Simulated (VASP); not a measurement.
## As: single point with PBEsol

The system is As.

```
CELL_PARAMETERS angstrom
1.80033 -5.42567 0.00000
1.80033 5.42567 0.00000
0.00000 0.00000 4.40959
ATOMIC_POSITIONS crystal
As 0.39000 0.61000 0.56000
As 0.89000 0.11000 0.94000
As 0.61000 0.39000 0.44000
As 0.11000 0.89000 0.06000
```

- Program: VASP 6.6.1
- Task: single point
- Functional: PBEsol
- Potentials or basis: VASP PAW PBE potentials, release 64 (As)
- Cutoff: 520 eV
- k mesh: 8 × 8 × 6
- Occupations: fermi-dirac, width 0.05 eV
- Spin: no spin polarisation

| Item | Value |
| --- | --- |
| Pressure | 3.3 GPa |
| Largest force | 0.428 eV/Å |
| Band gap on the k mesh | zero (bands 10 and 11 overlap by 0.06 eV) |

Forces in eV/Å, atoms in the order of the input:
```
As   0.000  0.386 -0.186
As   0.000  0.386  0.186
As   0.000 -0.386  0.186
As   0.000 -0.386 -0.186
```

Stress tensor (GPa, compression positive):
```
4.37 0.00 0.00
0.00 3.38 0.00
0.00 0.00 2.17
```

Levels at points of the mesh, in eV from the Fermi level:
```
           k point  band 6  band 7  band 8  band 9  band 10  band 11  band 12  band 13  band 14  band 15
(0.00, 0.00, 0.00)   -4.54   -3.16   -2.35   -1.93    -1.09     1.95     1.96     2.52     3.53     5.06
(0.50, 0.00, 0.00)   -3.96   -2.58   -2.58   -2.46    -2.46     0.79     0.79     1.02     1.02     3.33
(0.50, 0.50, 0.00)   -4.65   -3.53   -1.74   -1.28    -0.42     0.21     1.83     2.48     3.14     5.02
(0.00, 0.00, 0.50)   -4.55   -2.05   -2.05   -0.59    -0.59     1.12     1.12     2.11     2.11     5.25
(0.50, 0.00, 0.50)   -5.68   -4.87   -4.87   -1.88    -1.88     1.95     1.95     4.80     4.80     6.64
(0.50, 0.50, 0.50)   -2.18   -1.90   -1.90   -1.12    -1.12     1.45     1.45     1.94     1.94     2.68
```

Wall time 2.9 min on 1 thread of Intel Xeon 8259CL, with other jobs on the host, peak memory 0.31 GiB.

Caveat: the cell stands under pressure; the PAW data sets were made with another functional, which shifts forces and pressure a little.
